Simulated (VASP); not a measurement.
Runs of VASP 6.6.1 on CoSi (rocksalt type). The structure is that of space group Fm-3m (No. 225), or close to it. The cells are those of the table. 

| cell | gap on the mesh (eV) | pressure (GPa) |
| --- | --- | --- |
| a = 3.166 Å, angles 60.0°, 2 atoms | none | 13.9 |
| a = 3.232 Å, angles 60.0°, 2 atoms | none | 0.4 |
| a = 2.648 Å, angles 60.0°, 2 atoms | none | 405.9 |
| a = 3.000 Å, angles 60.0°, 2 atoms | none | (a) |

Alike in all rows: task single point; level LDA; potentials or basis VASP PAW LDA potentials, release 64 (Co, Si); no spin polarisation; k mesh 14 × 14 × 14; cutoff (eV) 520; smearing fermi-dirac 0.1 eV.

Question: Estimate the missing entries.

Answer: (a) 69.2.

A gap of «none» marks levels without a gap at the run's occupations.
